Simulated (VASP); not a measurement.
A run of VASP 6.6.1:

INCAR

```
ALGO     = Normal         # electronic algorithm
EDIFF    = 1E-6           # SCF threshold, eV
ENCUT    = 520            # plane-wave cutoff, eV
GGA      = PS             # functional
ISIF     = 2              # what is computed and relaxed
ISMEAR   = 0              # smearing method
ISPIN    = 2              # spin polarisation
LASPH    = True           # aspherical terms in the spheres
LCHARG   = False          # write CHGCAR
LDAU     = True           # DFT+U
LDAUJ    = 0 0 0        
LDAUL    = 2 -1 -1        # shell
LDAUPRINT= 1            
LDAUTYPE = 2            
LDAUU    = 3 0 0          # U, eV
LMAXMIX  = 4              # l up to which the mixer works
LORBIT   = 11             # projections on sites
LREAL    = Auto         
LWAVE    = False          # write WAVECAR
MAGMOM   = 3 0 0 0 0 0 0 0 0 0 0 0 0 0 0 0 # initial moments
NBANDS   = 56             # bands
NELM     = 150            # most SCF steps
PREC     = Accurate       # precision mode
SIGMA    = 0.05           # smearing width, eV
```

File KPOINTS:

```
k-points
0
Gamma
  4 4 4
```

The input POSCAR:

```
Mg7VO8
1.0
    0.0000000000      4.2136000000      4.2136000000
    4.2136000000      0.0000000000      4.2136000000
    4.2136000000      4.2136000000      0.0000000000
V Mg O
1 7 8
Direct
    0.0000000000      0.0000000000      0.0000000000
    0.0000000000      0.0000000000      0.5000000000
    0.0000000000      0.5000000000      0.0000000000
    0.0000000000      0.5000000000      0.5000000000
    0.5000000000      0.0000000000      0.0000000000
    0.5000000000      0.0000000000      0.5000000000
    0.5000000000      0.5000000000      0.0000000000
    0.5000000000      0.5000000000      0.5000000000
    0.2500000000      0.2500000000      0.2500000000
    0.2535382166      0.2535382166      0.7464617834
    0.2535382166      0.7464617834      0.2535382166
    0.2535382166      0.7464617834      0.7464617834
    0.7464617834      0.2535382166      0.2535382166
    0.7464617834      0.2535382166      0.7464617834
    0.7464617834      0.7464617834      0.2535382166
    0.7500000000      0.7500000000      0.7500000000
```

Potentials or basis: VASP PAW PBE potentials, release 64 (V_sv, Mg, O).

Command:

```console
$ cat potpaw_PBE.64/V_sv/POTCAR potpaw_PBE.64/Mg/POTCAR potpaw_PBE.64/O/POTCAR > POTCAR
$ mpirun -np 1 vasp_std > vasp.out
```

Hardware: 1 thread of AMD EPYC 9R14 (Zen 4), on a shared host.

Problem. Estimate the wall time of this run.

Solution. Run time: 4.8 min on 1 thread of AMD EPYC 9R14 (Zen 4), with other jobs on the host, peak memory 0.41 GiB. Counts: scf iterations 16, k points 8.
